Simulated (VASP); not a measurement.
# Cd2HgO3 (I4/mmm) in VASP: further runs

Runs on Cd2HgO3. Level: PBE. Tasks: single point.

All numbers are computed with VASP 6.6.1; they aren't measurements. Logs are shortened: lines on timing, memory, paths and dates and some standing lists are left out, and cuts for length are marked.

## (1) The cell of the first run

Symmetry: I4/mmm, No. 139, tetragonal system. The conventional cell has a = 3.396 Å, b = 3.396 Å, c = 14.590 Å, α = 90.00°, β = 90.00°, γ = 90.00°. Cd (site symmetry 4mm) has 6 O at 2.37 to 2.44 Å within 3.1 Å. Within 3.2 Å of Hg (site symmetry 4/mmm) lie 6 O at 2.40 to 2.48 Å. Within 3.2 Å of O (site symmetry 4/mmm) lie 4 Hg at 2.40 Å and 2 Cd at 2.44 Å. O (site symmetry 4mm) has 5 Cd at 2.37 to 2.40 Å and 1 Hg at 2.48 Å within 3.1 Å.

## (2) Single point, PBE

File INCAR:

```
SYSTEM = Cd2HgO3
ALGO = Normal ; EDIFF = 1E-6
ENCUT = 520 ; GGA = PE
ISIF = 2 ; ISMEAR = 0
LASPH = .TRUE. ; LCHARG = .TRUE.
LELF = .TRUE. ; LREAL = .FALSE.
LVHAR = .TRUE. ; LWAVE = .FALSE.
NBANDS = 36 ; NELM = 100
PREC = Accurate ; SIGMA = 0.1
```

File KPOINTS:

```
k-points
0
G
  8 8 8
  0 0 0
```

File POSCAR:

```
Cd2HgO3
1.0
   -1.6980821000      1.6980821000      7.2950453000
    1.6980821000     -1.6980821000      7.2950453000
    1.6980821000      1.6980821000     -7.2950453000
Cd Hg O
2 1 3
Direct
    0.8326010000      0.8326010000      0.0000000000
    0.1673990000      0.1673990000      0.0000000000
    0.5000000000      0.5000000000      0.0000000000
    0.0000000000      0.0000000000      0.0000000000
    0.6701030000      0.6701030000      0.0000000000
    0.3298970000      0.3298970000      0.0000000000
```

Potentials or basis: VASP PAW PBE potentials, release 64 (Cd, Hg, O).

Launch:

```sh
$ cat potpaw_PBE.64/Cd/POTCAR potpaw_PBE.64/Hg/POTCAR potpaw_PBE.64/O/POTCAR > POTCAR
$ mpirun -np 1 vasp_std > vasp.out
```

OUTCAR:

```text
SYSTEM = Cd2HgO3
   EDIFF = 1E-6
   ENCUT = 520
   GGA = PE
   ISIF = 2
   ISMEAR = 0
   LASPH = .TRUE.
   LREAL = .FALSE.
   NELM = 100
   PREC = Accurate

 ion  position               nearest neighbor table
   1  0.833  0.833  0.000-   5 2.37   6 2.40   6 2.40   6 2.40   6 2.40   4 2.44   2 3.40   2 3.40
                             2 3.40   2 3.40   3 3.43   3 3.43   3 3.43   3 3.43
   2  0.167  0.167  0.000-   6 2.37   5 2.40   5 2.40   5 2.40   5 2.40   4 2.44   1 3.40   1 3.40
                             1 3.40   1 3.40   3 3.43   3 3.43   3 3.43   3 3.43
   3  0.500  0.500  0.000-   4 2.40   4 2.40   4 2.40   4 2.40   6 2.48   5 2.48   2 3.43   2 3.43
                             1 3.43   1 3.43   1 3.43   2 3.43   1 3.43   2 3.43
   4  0.000  0.000  0.000-   3 2.40   3 2.40   3 2.40   3 2.40   2 2.44   1 2.44
   5  0.670  0.670  0.000-   1 2.37   2 2.40   2 2.40   2 2.40   2 2.40   3 2.48
   6  0.330  0.330  0.000-   2 2.37   1 2.40   1 2.40   1 2.40   1 2.40   3 2.48

  LATTYP: Found a body centered tetragonal cell.
 ALAT       =     3.3961642000
 C/A-ratio  =     4.2960498200

  Lattice vectors:

 A1 = (  -1.6980821000,   1.6980821000,   7.2950453000)
 A2 = (   1.6980821000,  -1.6980821000,   7.2950453000)
 A3 = (   1.6980821000,   1.6980821000,  -7.2950453000)

Analysis of symmetry for initial positions (statically):
=====================================================================
 Subroutine PRICEL returns:
 Original cell was already a primitive cell.

 Routine SETGRP: Setting up the symmetry group for a
 body centered tetragonal supercell.

 Subroutine GETGRP returns: Found 16 space group operations
 (whereof 16 operations were pure point group operations)
 out of a pool of 16 trial point group operations.

The static configuration has the point symmetry D_4h.

Analysis of symmetry for dynamics (positions and initial velocities):
=====================================================================
 Subroutine PRICEL returns:
 Original cell was already a primitive cell.

 Routine SETGRP: Setting up the symmetry group for a
 body centered tetragonal supercell.

 Subroutine GETGRP returns: Found 16 space group operations
 (whereof 16 operations were pure point group operations)
 out of a pool of 16 trial point group operations.

The dynamic configuration has the point symmetry D_4h.

 Subroutine INISYM returns: Found 16 space group operations
 (whereof 16 operations are pure point group operations),
 and found     1 'primitive' translations

----------------------------------------------------------------------------------------

                                     Primitive cell

  volume of cell :      84.1406

  direct lattice vectors                    reciprocal lattice vectors
    -1.698082100  1.698082100  7.295045300     0.000000000  0.294449838  0.068539670
     1.698082100 -1.698082100  7.295045300     0.294449838  0.000000000  0.068539670
     1.698082100  1.698082100 -7.295045300     0.294449838  0.294449838  0.000000000

  length of vectors
     7.680146585  7.680146585  7.680146585     0.302321673  0.302321673  0.416414955

  position of ions in fractional coordinates (direct lattice)
     0.832601000  0.832601000  0.000000000
     0.167399000  0.167399000  0.000000000
     0.500000000  0.500000000  0.000000000
     0.000000000  0.000000000  0.000000000
     0.670103000  0.670103000  0.000000000
     0.329897000  0.329897000  0.000000000

  ion indices of the primitive-cell ions
   primitive index   ion index
                 1           1
                 2           2
                 3           3
                 4           4
                 5           5
                 6           6

----------------------------------------------------------------------------------------

 KPOINTS: k-points

Automatic generation of k-mesh.
 Grid dimensions read from file:
 generate k-points for:    8    8    8

 Generating k-lattice:

  Cartesian coordinates                     Fractional coordinates (reciprocal lattice)
     0.000000000  0.036806230  0.008567459     0.125000000  0.000000000  0.000000000
     0.036806230  0.000000000  0.008567459     0.000000000  0.125000000  0.000000000
     0.036806230  0.036806230  0.000000000     0.000000000  0.000000000  0.125000000

  Length of vectors
     0.037790209  0.037790209  0.052051869

  Shift w.r.t. Gamma in fractional coordinates (k-lattice)
     0.000000000  0.000000000  0.000000000

 Subroutine IBZKPT returns following result:
 ===========================================

 Found     59 irreducible k-points:

 Following reciprocal coordinates:
            Coordinates               Weight
  0.000000  0.000000  0.000000      1.000000
  0.125000 -0.000000  0.000000      8.000000
  0.250000 -0.000000  0.000000      8.000000
  0.375000 -0.000000  0.000000      8.000000
  0.500000 -0.000000  0.000000      4.000000
  0.125000  0.125000  0.000000      8.000000
[... 16 lines left out ...]
  0.250000  0.125000  0.125000     16.000000
  0.375000  0.125000  0.125000      8.000000
 [... further k-points ...]
   k-points           NKPTS =     59   k-points in BZ     NKDIM =     59   number of bands    NBANDS=     36
   number of dos      NEDOS =    301   number of ions     NIONS =      6
   total plane-waves  NPLWV = 216000
   dimension x,y,z NGX =    60 NGY =   60 NGZ =   60
   dimension x,y,z NGXF=   120 NGYF=  120 NGZF=  120
   ions per type =               2   1   3
   NGX,Y,Z   is equivalent  to a cutoff of  12.99, 12.99, 12.99 a.u.
   NGXF,Y,Z  is equivalent  to a cutoff of  25.98, 25.98, 25.98 a.u.
 SYSTEM =  Cd2HgO3
   PREC   = accura    normal or accurate (medium, high low for compatibility)
   ISTART =      0    job   : 0-new  1-cont  2-samecut
   ICHARG =      2    charge: 1-file 2-atom 10-const
   ISPIN  =      1    spin polarized calculation?
   LNONCOLLINEAR =      F non collinear calculations
   LSORBIT =      F    spin-orbit coupling
   LASPH  =      T    aspherical Exc in radial PAW
   ENCUT  =  520.0 eV  38.22 Ry    6.18 a.u.  14.28 14.28 14.28*2*pi/ulx,y,z
   NELM   =    100;   NELMIN=  2; NELMDL= -5     # of ELM steps
   EDIFF  = 0.1E-05   stopping-criterion for ELM
   LREAL  =      F    real-space projection
   EDIFFG = 0.1E-04   stopping-criterion for IOM
   NSW    =      0    number of steps for IOM
   IBRION =     -1    ionic relax: 0-MD 1-quasi-New 2-CG
   NFREE  =      0    steps in history (QN), initial steepest desc. (CG)
   ISIF   =      2    stress and relaxation
   ISYM   =      2    0-nonsym 1-usesym 2-fastsym
   POTIM  = 0.5000    time-step for ionic-motion
   TEBEG  =    0.0;   TEEND  =   0.0 temperature during run
   PSTRESS=    0.0 pullay stress
   NELECT =      54.0000    total number of electrons
   NUPDOWN=      -1.0000    fix difference up-down
   EMIN   =  10.00;   EMAX   =-10.00  energy-range for DOS
   EFERMI =   0.00;   METHOD = LEGACY
   ISMEAR =     0;   SIGMA  =   0.10  broadening in eV -4-tet -1-fermi 0-gaus
   EFERMI_NEDOS =   21; number of points for ismear=-14 and -15
   IALGO  =     38    algorithm
   IMIX   =      4    mixing-type and parameters
     AMIX     =   0.40;   BMIX     =  1.00
     AMIX_MAG =   1.60;   BMIX_MAG =  1.00
  volume/ion in A,a.u.               =      14.02        94.63
  Fermi-wavevector in a.u.,A,eV,Ry     =   1.412118  2.668516 27.131065  1.994077
  Thomas-Fermi vector in A             =   2.533899
   LORBIT       =      0    0 simple, 1 ext, 2 COOP (PROOUT), +10 PAW based schemes
   GGA     = PE    functional components
   LHFCALC =     F    Hartree Fock is set to
   AEXX    =    0.0000 exact exchange contribution
   IVDW    =     0    specifies the selected vdW correction
   LEPSILON=     F    determine dielectric tensor
   LRPA    =     F    only Hartree local field effects (RPA)
 non-spin polarized calculation
 Gauss-broadening in eV      SIGMA  =   0.10
  energy-cutoff  :      520.00
  volume of cell :       84.14
 maximum number of plane-waves:      2282
 NGX is ok and might be reduce to    60
   NGX = 29   NGY = 29   NGZ = 29

 number of electron      53.9999996 magnetization

 Free energy of the ion-electron system (eV)
  ---------------------------------------------------
  ext. energy  EPLUGINS =         0.00000000
  ---------------------------------------------------
  free energy    TOTEN  =       -20.79775660 eV

  energy without entropy =      -20.79630526  energy(sigma->0) =      -20.79703093

 E-fermi :   1.9984     XC(G=0): -11.3784

 val. band max:        1.8183100583   @ k =  -0.2500   0.3750   0.2500
 cond. band min:       2.0420090941   @ k =  -0.1250  -0.2500   0.1250
 fundamental gap:      0.2236990358
 Fermi energy:         1.9984245688

 k-point     1 :       0.0000    0.0000    0.0000
  band No.  band energies     occupation
      1     -15.5158      2.00000
      2     -15.0016      2.00000
      3     -14.7598      2.00000
      4      -5.2426      2.00000
      5      -5.0768      2.00000
      6      -4.9541      2.00000
[... 28 lines left out ...]
     35      14.3587      0.00000
     36      14.3587      0.00000

 k-point     2 :       0.1250   -0.0000    0.0000
  band No.  band energies     occupation
      1     -15.4513      2.00000
      2     -14.9602      2.00000
      3     -14.7271      2.00000
      4      -5.2284      2.00000
      5      -5.0676      2.00000
      6      -5.0628      2.00000
[... 28 lines left out ...]
     35      14.2080      0.00000
     36      14.5296      0.00000

 k-point     3 :       0.2500   -0.0000    0.0000
  band No.  band energies     occupation
      1     -15.2873      2.00000
      2     -14.8533      2.00000
      3     -14.6540      2.00000
      4      -5.2892      2.00000
      5      -5.2523      2.00000
      6      -5.1615      2.00000
[... 28 lines left out ...]
     35      12.8174      0.00000
     36      13.8587      0.00000
[... 742 lines left out ...]
 k-point    23 :       0.2500    0.1250    0.1250
  band No.  band energies     occupation
      1     -15.0971      2.00000
      2     -14.7049      2.00000
      3     -14.6066      2.00000
      4      -5.3698      2.00000
      5      -5.2055      2.00000
      6      -5.1673      2.00000
[... 28 lines left out ...]
     35      10.9288      0.00000
     36      12.3863      0.00000

 k-point    24 :       0.3750    0.1250    0.1250
  band No.  band energies     occupation
      1     -15.0630      2.00000
      2     -14.6611      2.00000
      3     -14.6178      2.00000
      4      -5.3698      2.00000
      5      -5.2353      2.00000
      6      -5.1212      2.00000
[... 28 lines left out ...]
     35      11.3058      0.00000
     36      11.4248      0.00000

 [... further k-points ...]

------------------------ aborting loop because EDIFF is reached ----------------------------------------

  FORCE on cell =-STRESS in cart. coord.  units (eV):
  Direction    XX          YY          ZZ          XY          YZ          ZX
  --------------------------------------------------------------------------------------
  -------------------------------------------------------------------------------------
  Total        0.5620993      0.5620993      0.5608350      0.0000000      0.0000000     -0.0000000
  in kB       10.7033135     10.7033135     10.6792404      0.0000000      0.0000000     -0.0000000
  external PRESSURE =      10.6952891 kB  Pullay stress =       0.0000000 kB

 VOLUME and BASIS-vectors are now :
 -----------------------------------------------------------------------------
  energy-cutoff  :      520.00
  volume of cell :       84.14
      direct lattice vectors                 reciprocal lattice vectors
    -1.698082100  1.698082100  7.295045300     0.000000000  0.294449838  0.068539670
     1.698082100 -1.698082100  7.295045300     0.294449838  0.000000000  0.068539670
     1.698082100  1.698082100 -7.295045300     0.294449838  0.294449838  0.000000000

 POSITION                                       TOTAL-FORCE (eV/Angst)
 -----------------------------------------------------------------------------------
      0.00000      0.00000     12.14772         0.000000      0.000000      0.008525
      0.00000      0.00000      2.44237         0.000000      0.000000     -0.008525
      0.00000      0.00000      7.29505        -0.000000     -0.000000      0.000000
      0.00000      0.00000      0.00000        -0.000000     -0.000000      0.000000
      0.00000      0.00000      9.77686        -0.000000     -0.000000     -0.016270
      0.00000      0.00000      4.81323         0.000000      0.000000      0.016270
 -----------------------------------------------------------------------------------
    total drift:                               -0.000000     -0.000000      0.000000

  FREE ENERGIE OF THE ION-ELECTRON SYSTEM (eV)
  ---------------------------------------------------
  free  energy   TOTEN  =       -20.7977566003 eV

  energy  without entropy=      -20.7963052589  energy(sigma->0) =      -20.79703093
```

Wall time 6.7 min (1 thread of Intel Xeon 6975P-C (Granite Rapids), shared host); peak memory 0.57 GiB.

What came out:

| Quantity | Value |
| --- | --- |
| Free energy | -20.7978 eV |
| Pressure | 1.1 GPa |
| Largest force | 0.016 eV/Å |
| Band gap on the k mesh | zero (bands 27 and 28 overlap by 1.57 eV) |

Forces on the atoms (eV/Å):
```
Cd   0.000  0.000  0.009
Cd   0.000  0.000 -0.009
Hg   0.000  0.000  0.000
O    0.000  0.000  0.000
O    0.000  0.000 -0.016
O    0.000  0.000  0.016
```

Caveat: spin-orbit coupling is left out, which moves the levels of the heavy elements.

(Continued in part 2 of 3.)
